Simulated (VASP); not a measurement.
Set up this calculation in VASP 6.6.1, as the native input.

```
Task                   : single point
Functional             : PBEsol
Potentials or basis    : VASP PAW PBE potentials, release 64 (Ti_sv)
Cutoff                 : 520 eV
k mesh                 : 3 × 3 × 3
Occupations            : methfessel-paxton, width 0.1 eV
Spin                   : no spin polarisation
Dipole correction      : no
Further INCAR settings : ALGO = Normal; EDIFF = 1e-06; NBANDS = 12
```

The structure of Ti lies in POSCAR:

```
Ti
1.0
    2.8422950000      0.0000000000      0.0000000000
   -0.9474316370      2.6797414353      0.0000000000
   -0.9474316370     -1.3398706547      2.3207241949
Ti
1
Direct
    0.0000000000      0.0000000000      0.0000000000
```

These files were run (other wordings do the same):

INCAR

```
SYSTEM = Ti
ALGO = Normal ; EDIFF = 1E-6
ENCUT = 520 ; GGA = PS
ISIF = 2 ; ISMEAR = 1
LASPH = .TRUE. ; LCHARG = .FALSE.
LREAL = .FALSE. ; LWAVE = .FALSE.
NBANDS = 12 ; NELM = 80
PREC = Accurate ; SIGMA = 0.1
```

KPOINTS

```
k-points
0
G
  3 3 3
  0 0 0
```

Potentials or basis: VASP PAW PBE potentials, release 64 (Ti_sv).

Run with:

```console
$ cat potpaw_PBE.64/Ti_sv/POTCAR > POTCAR
$ mpirun -np 1 vasp_std > vasp.out
```

It gave:

- Pressure: -7.1 GPa
- Band gap on the k mesh: zero (band 6 reaches 8.73 eV, above the bottom of band 7 at 7.26 eV)

Caveat: the k points lie up to 0.90 Å⁻¹ apart; the PAW data sets were made with another functional, which shifts forces and pressure a little.

It took 2.9 s on 1 thread of Intel Xeon 6975P-C (shared host), peak memory 0.13 GiB.
